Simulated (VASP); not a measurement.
# W (Im-3m) in VASP: a series of runs, part 2 of 2

VASP 6.6.1. Earlier steps stand in the parts before.

**3. Single point, r2SCAN**

File POSCAR:

```
W
1.0
   -1.5848038465      1.5848038465      1.5848038465
    1.5848038465     -1.5848038465      1.5848038465
    1.5848038465      1.5848038465     -1.5848038465
W
1
Direct
    0.0000000000      0.0000000000      0.0000000000
```

File INCAR.step1:

```
ALGO = Normal
EDIFF = 1E-4
ENCUT = 520
GGA = PE
ISMEAR = 1
LASPH = T
LCHARG = F
LREAL = F
LWAVE = T
NBANDS = 13
NELM = 60
PREC = Accurate
SIGMA = 0.3
```

File INCAR.step2:

```
ALGO = Normal
EDIFF = 1E-6
ENCUT = 520
ISIF = 2
ISMEAR = 1
ISTART = 1
LASPH = T
LCHARG = T
LELF = T
LMIXTAU = T
LREAL = F
LVHAR = T
LWAVE = F
METAGGA = R2SCAN
NBANDS = 13
NELM = 60
PREC = Accurate
SIGMA = 0.3
```

File KPOINTS:

```
k-points
0
Gamma
  14 14 14
```

Potentials or basis: VASP PAW PBE potentials, release 64 (W_sv).

Command:

```sh
> cat potpaw_PBE.64/W_sv/POTCAR > POTCAR
> cp INCAR.step1 INCAR
> mpirun -np 1 vasp_std > vasp.out
> cp INCAR.step2 INCAR
> mpirun -np 1 vasp_std > vasp.out
```

OUTCAR:

```text
EDIFF = 1E-6
   ENCUT = 520
   ISIF = 2
   ISMEAR = 1
   ISTART = 1
   LASPH = T
   LREAL = F
   METAGGA = R2SCAN
   NELM = 60
   PREC = Accurate

 ion  position               nearest neighbor table
   1  0.000  0.000  0.000-

  LATTYP: Found a body centered cubic cell.
 ALAT       =     3.1696076930

  Lattice vectors:

 A1 = (  -1.5848038465,   1.5848038465,   1.5848038465)
 A2 = (   1.5848038465,  -1.5848038465,   1.5848038465)
 A3 = (   1.5848038465,   1.5848038465,  -1.5848038465)

Analysis of symmetry for initial positions (statically):
=====================================================================
 Subroutine PRICEL returns:
 Original cell was already a primitive cell.

 Routine SETGRP: Setting up the symmetry group for a
 body centered cubic supercell.

 Subroutine GETGRP returns: Found 48 space group operations
 (whereof 48 operations were pure point group operations)
 out of a pool of 48 trial point group operations.

The static configuration has the point symmetry O_h .

Analysis of symmetry for dynamics (positions and initial velocities):
=====================================================================
 Subroutine PRICEL returns:
 Original cell was already a primitive cell.

 Routine SETGRP: Setting up the symmetry group for a
 body centered cubic supercell.

 Subroutine GETGRP returns: Found 48 space group operations
 (whereof 48 operations were pure point group operations)
 out of a pool of 48 trial point group operations.

The dynamic configuration has the point symmetry O_h .

 Subroutine INISYM returns: Found 48 space group operations
 (whereof 48 operations are pure point group operations),
 and found     1 'primitive' translations

----------------------------------------------------------------------------------------

                                     Primitive cell

[... 108 lines left out ...]
     AMIX_MAG =   1.60;   BMIX_MAG =  1.00
  volume/ion in A,a.u.               =      15.92       107.44
  Fermi-wavevector in a.u.,A,eV,Ry     =   1.568395  2.963836 33.468448  2.459862
  Thomas-Fermi vector in A             =   2.670432
   LORBIT       =      0    0 simple, 1 ext, 2 COOP (PROOUT), +10 PAW based schemes
   METAGGA = R2SCAN    functional components
   LHFCALC =     F    Hartree Fock is set to
   AEXX    =    0.0000 exact exchange contribution
   IVDW    =     0    specifies the selected vdW correction
   LEPSILON=     F    determine dielectric tensor
   LRPA    =     F    only Hartree local field effects (RPA)
 non-spin polarized calculation
 Methfessel and Paxton  Order N= 1 SIGMA  =   0.30
  energy-cutoff  :      520.00
  volume of cell :       15.92
 maximum number of plane-waves:       444
   NGX = 11   NGY = 11   NGZ = 11

 number of electron      14.0000003 magnetization

 Free energy of the ion-electron system (eV)
  ---------------------------------------------------
  ext. energy  EPLUGINS =         0.00000000
  ---------------------------------------------------
  free energy    TOTEN  =       -51.34585812 eV

  energy without entropy =      -51.34482408  energy(sigma->0) =      -51.34551344

 E-fermi :  11.2900     XC(G=0): -14.9337

 val. band max:       11.2569755734   @ k =  -0.1429   0.1429   0.1429
 cond. band min:      11.3041529456   @ k =   0.5000   0.5000   0.2143
 fundamental gap:      0.0471773722
 Fermi energy:        11.2900348599

 k-point     1 :       0.0000    0.0000    0.0000
  band No.  band energies     occupation
      1     -64.9070      2.00000
      2     -27.7721      2.00000
      3     -27.7721      2.00000
      4     -27.7721      2.00000
      5       1.1217      2.00000
      6       9.9470      2.00000
      7       9.9470      2.00000
      8       9.9470      2.00000
      9      13.7716     -0.00000
     10      13.7716     -0.00000
     11      26.4767      0.00000
     12      26.4767      0.00000
     13      26.4767      0.00000
[... 354 lines left out ...]
  band No.  band energies     occupation
      1     -64.7410      2.00000
      2     -28.8108      2.00000
      3     -28.6042      2.00000
      4     -27.9407      2.00000
      5       6.5762      2.00000
      6       8.0656      2.00000
      7       8.7809      2.00000
      8      13.9081     -0.00000
      9      14.5191     -0.00000
     10      20.0937      0.00000
     11      21.7350      0.00000
     12      23.8796      0.00000
     13      29.1399      0.00000

 [... further k-points ...]
[... 5 lines left out ...]
  --------------------------------------------------------------------------------------
  -------------------------------------------------------------------------------------
  Total        0.1230193      0.1230193      0.1230193     -0.0000000      0.0000000      0.0000000
  in kB       12.3793331     12.3793331     12.3793331     -0.0000000      0.0000000      0.0000000
  external PRESSURE =      12.3793331 kB  Pullay stress =       0.0000000 kB

 VOLUME and BASIS-vectors are now :
 -----------------------------------------------------------------------------
  energy-cutoff  :      520.00
  volume of cell :       15.92
      direct lattice vectors                 reciprocal lattice vectors
    -1.584803847  1.584803847  1.584803847     0.000000000  0.315496458  0.315496458
     1.584803847 -1.584803847  1.584803847     0.315496458  0.000000000  0.315496458
     1.584803847  1.584803847 -1.584803847     0.315496458  0.315496458  0.000000000

 POSITION                                       TOTAL-FORCE (eV/Angst)
 -----------------------------------------------------------------------------------
      0.00000      0.00000      0.00000        -0.000000      0.000000     -0.000000
 -----------------------------------------------------------------------------------
    total drift:                                0.000000     -0.000000      0.000000

  FREE ENERGIE OF THE ION-ELECTRON SYSTEM (eV)
  ---------------------------------------------------
  free  energy   TOTEN  =       -51.3458581221 eV

  energy  without entropy=      -51.3448240785  energy(sigma->0) =      -51.34551344
```

OUTCAR.step1:

```text
EDIFF = 1E-4
   ENCUT = 520
   GGA = PE
   ISMEAR = 1
   LASPH = T
[... 599 lines left out ...]

 POSITION                                       TOTAL-FORCE (eV/Angst)
 -----------------------------------------------------------------------------------
      0.00000      0.00000      0.00000         0.000000     -0.000000      0.000000
 -----------------------------------------------------------------------------------
    total drift:                                0.000000     -0.000000      0.000000

  FREE ENERGIE OF THE ION-ELECTRON SYSTEM (eV)
  ---------------------------------------------------
  free  energy   TOTEN  =       -12.9445593660 eV

  energy  without entropy=      -12.9422254786  energy(sigma->0) =      -12.94378140
```

OSZICAR.step1:

```text
N       E                     dE             d eps       ncg     rms          rms(c)
DAV:   1     0.832806205459E+02    0.83281E+02   -0.74683E+03  2733   0.123E+03
DAV:   2    -0.119803914584E+02   -0.95261E+02   -0.91690E+02  3069   0.317E+02
DAV:   3    -0.135633123493E+02   -0.15829E+01   -0.15753E+01  2889   0.394E+01
DAV:   4    -0.135697068177E+02   -0.63945E-02   -0.63943E-02  3029   0.277E+00
DAV:   5    -0.135697619438E+02   -0.55126E-04   -0.55126E-04  2979   0.240E-01    0.208E+01
DAV:   6    -0.130793489352E+02    0.49041E+00   -0.40886E-01  2784   0.858E+00    0.831E+00
DAV:   7    -0.129486230025E+02    0.13073E+00   -0.22032E-01  2974   0.599E+00    0.674E-01
DAV:   8    -0.129446017497E+02    0.40213E-02   -0.43615E-03  2759   0.862E-01    0.855E-02
DAV:   9    -0.129445593660E+02    0.42384E-04   -0.10343E-04  2233   0.132E-01
   1 F= -.12944559E+02 E0= -.12943781E+02  d E =-.233389E-02
```

It took 99 s on 1 thread of Intel Xeon 8259CL, shared host; peak memory 0.14 GiB.

Results:

- Free energy: -51.3459 eV
- Pressure: 1.2 GPa
- Band gap on the k mesh: zero (bands 7 and 8 overlap by 6.58 eV)

Caveat: so wide a smearing shifts energies and pressures; the PAW data sets were made with another functional, which shifts forces and pressure a little; spin-orbit coupling is left out, which moves the levels of the heavy elements.

**4. Single point, r2SCAN**

POSCAR is that of step 3.

File INCAR.step1:

```
PREC = Accurate
ENCUT = 520
ISMEAR = 1
SIGMA = 0.6
LREAL = F
LASPH = T
NELM = 60
NBANDS = 13
GGA = PE
ALGO = Normal
EDIFF = 1E-4
LWAVE = T
LCHARG = F
```

File INCAR.step2:

```
PREC = Accurate
ENCUT = 520
EDIFF = 1E-7
ISMEAR = 1
SIGMA = 0.6
LREAL = F
LASPH = T
NELM = 60
ALGO = Normal
ISIF = 2
LWAVE = F
LCHARG = F
METAGGA = R2SCAN
LMIXTAU = T
NBANDS = 13
ISTART = 1
```

File KPOINTS:

```
regular mesh
0
Gamma
  14 14 14
```

Command:

```sh
> cat potpaw_PBE.64/W_sv/POTCAR > POTCAR
> cp INCAR.step1 INCAR
> mpirun -np 1 vasp_std > vasp.out
> cp INCAR.step2 INCAR
> mpirun -np 1 vasp_std > vasp.out
```

It took 1.9 min on 1 thread of Intel Xeon 8259CL, shared host; peak memory 0.14 GiB.

It converged, with:

```yaml
Free_energy: -51.3461 eV
Pressure: 1.0 GPa
Band_gap_on_the_k_mesh: zero (bands 7 and 8 overlap by 6.58 eV)
```

Levels at points of the mesh, in eV from the Fermi level:
```csv
k point,band 4,band 5,band 6,band 7,band 8,band 9,band 10,band 11
"(0.00, 0.00, 0.00)",-39.03,-10.15,-1.32,-1.32,-1.32,2.51,2.51,15.21
"(0.50, 0.00, 0.00)",-39.04,-6.57,-3.77,0.47,2.34,3.39,6.26,11.55
"(0.50, 0.50, 0.50)",-39.98,-6.03,-6.03,5.26,5.26,5.26,8.47,8.47
```

Caveat: so wide a smearing shifts energies and pressures; the PAW data sets were made with another functional, which shifts forces and pressure a little; spin-orbit coupling is left out, which moves the levels of the heavy elements.

**5. Single point, r2SCAN**

POSCAR is that of step 4.

File INCAR.step1:

```
SYSTEM = W
PREC     = Accurate       ! precision mode
ENCUT    = 520            ! plane-wave cutoff, eV
ISMEAR   = 1              ! smearing method
SIGMA    = 1.0            ! smearing width, eV
LREAL    = .False.        ! projectors in reciprocal space
LASPH    = .True.         ! aspherical terms in the spheres
NELM     = 80             ! most SCF steps
NBANDS   = 13             ! bands
GGA      = PE             ! functional
ALGO     = Normal         ! electronic algorithm
EDIFF    = 1E-4           ! SCF threshold, eV
LWAVE    = .True.         ! write WAVECAR
LCHARG   = .False.        ! write CHGCAR
```

File INCAR.step2:

```
SYSTEM = W
PREC     = Accurate       ! precision mode
ENCUT    = 520            ! plane-wave cutoff, eV
EDIFF    = 1E-6           ! SCF threshold, eV
ISMEAR   = 1              ! smearing method
SIGMA    = 1.0            ! smearing width, eV
LREAL    = .False.        ! projectors in reciprocal space
LASPH    = .True.         ! aspherical terms in the spheres
NELM     = 80             ! most SCF steps
ALGO     = Normal         ! electronic algorithm
ISIF     = 2              ! what is computed and relaxed
LWAVE    = .False.        ! write WAVECAR
LCHARG   = .False.        ! write CHGCAR
METAGGA  = R2SCAN         ! meta-GGA
LMIXTAU  = .True.       
NBANDS   = 13             ! bands
ISTART   = 1
```

File KPOINTS:

```
regular mesh
0
Gamma
  14 14 14
  0 0 0
```

Command:

```sh
> cat potpaw_PBE.64/W_sv/POTCAR > POTCAR
> cp INCAR.step1 INCAR
> mpirun -np 1 vasp_std > vasp.out
> cp INCAR.step2 INCAR
> mpirun -np 1 vasp_std > vasp.out
```

Wall time 92 s (1 thread of Intel Xeon 8259CL, shared host); peak memory 0.14 GiB.

Results (log left out):

- Free energy: -51.3392 eV
- Pressure: 0.5 GPa
- Band gap on the k mesh: zero (bands 7 and 8 overlap by 6.58 eV)

Levels at points of the mesh, in eV from the Fermi level:
| k point | band 3 | band 4 | band 5 | band 6 | band 7 | band 8 | band 9 | band 10 | band 11 | band 12 |
| --- | --- | --- | --- | --- | --- | --- | --- | --- | --- | --- |
| (0.00, 0.00, 0.00) | -38.95 | -38.95 | -10.07 | -1.24 | -1.24 | -1.24 | 2.59 | 2.59 | 15.29 | 15.29 |
| (0.50, 0.00, 0.00) | -39.39 | -38.96 | -6.49 | -3.69 | 0.55 | 2.43 | 3.47 | 6.34 | 11.63 | 12.11 |
| (0.50, 0.50, 0.50) | -39.89 | -39.89 | -5.94 | -5.94 | 5.34 | 5.34 | 5.34 | 8.55 | 8.55 | 8.55 |

Caveat: so wide a smearing shifts energies and pressures; the PAW data sets were made with another functional, which shifts forces and pressure a little; spin-orbit coupling is left out, which moves the levels of the heavy elements.

**6. Single point, r2SCAN**

POSCAR is that of step 5.

File INCAR.step1:

```
PREC     = Accurate       # precision mode
ENCUT    = 520            # plane-wave cutoff, eV
ISMEAR   = 1              # smearing method
SIGMA    = 0.01           # smearing width, eV
LREAL    = False          # projectors in reciprocal space
LASPH    = True           # aspherical terms in the spheres
NELM     = 80             # most SCF steps
NBANDS   = 13             # bands
GGA      = PE             # functional
ALGO     = Normal         # electronic algorithm
EDIFF    = 1E-4           # SCF threshold, eV
LWAVE    = True           # write WAVECAR
LCHARG   = False          # write CHGCAR
```

File INCAR.step2:

```
PREC     = Accurate       # precision mode
ENCUT    = 520            # plane-wave cutoff, eV
EDIFF    = 1E-7           # SCF threshold, eV
ISMEAR   = 1              # smearing method
SIGMA    = 0.01           # smearing width, eV
LREAL    = False          # projectors in reciprocal space
LASPH    = True           # aspherical terms in the spheres
NELM     = 80             # most SCF steps
ALGO     = Normal         # electronic algorithm
ISIF     = 2              # what is computed and relaxed
LWAVE    = False          # write WAVECAR
LCHARG   = False          # write CHGCAR
METAGGA  = R2SCAN         # meta-GGA
LMIXTAU  = True         
NBANDS   = 13             # bands
ISTART   = 1
```

File KPOINTS:

```
Automatic mesh
0
Gamma
  14 14 14
```

Potentials or basis: VASP PAW PBE potentials, release 64 (W_sv).

Command:

```sh
> cat potpaw_PBE.64/W_sv/POTCAR > POTCAR
> cp INCAR.step1 INCAR
> mpirun -np 1 vasp_std > vasp.out
> cp INCAR.step2 INCAR
> mpirun -np 1 vasp_std > vasp.out
```

Run time: 1.7 min. Hardware: 1 thread of Intel Xeon 8259CL, shared host; peak memory 0.14 GiB.

Results (log left out):

- Free energy: -51.3449 eV
- Pressure: 1.4 GPa
- Band gap on the k mesh: zero (bands 7 and 8 overlap by 6.58 eV)

Levels at points of the mesh, in eV from the Fermi level:
| k point | band 4 | band 5 | band 6 | band 7 | band 8 | band 9 | band 10 | band 11 |
| --- | --- | --- | --- | --- | --- | --- | --- | --- |
| (0.00, 0.00, 0.00) | -39.08 | -10.19 | -1.36 | -1.36 | -1.36 | 2.46 | 2.46 | 15.17 |
| (0.50, 0.00, 0.00) | -39.09 | -6.62 | -3.81 | 0.43 | 2.30 | 3.34 | 6.21 | 11.50 |
| (0.50, 0.50, 0.50) | -40.03 | -6.07 | -6.07 | 5.21 | 5.21 | 5.21 | 8.43 | 8.43 |

Caveat: the PAW data sets were made with another functional, which shifts forces and pressure a little; spin-orbit coupling is left out, which moves the levels of the heavy elements.

**7. Summary**

| smearing | gap on the mesh (eV) | pressure (GPa) |
| --- | --- | --- |
| methfessel-paxton 0.2 eV | none | 1.4 |
| methfessel-paxton 0.3 eV | none | 1.2 |
| methfessel-paxton 0.6 eV | none | 1.0 |
| methfessel-paxton 1 eV | none | 0.5 |
| methfessel-paxton 0.01 eV | none | 1.4 |

Alike in all rows: task single point; level r2SCAN; potentials or basis VASP PAW PBE potentials, release 64 (W_sv); no spin polarisation; cell as given; k mesh 14 × 14 × 14; cutoff (eV) 520.

Caveats: the PAW data sets were made with another functional, which shifts forces and pressure a little; spin-orbit coupling is left out, which moves the levels of the heavy elements; so wide a smearing shifts energies and pressures (at least some runs).

Absolute energies hang on the potentials; compare differences alone.
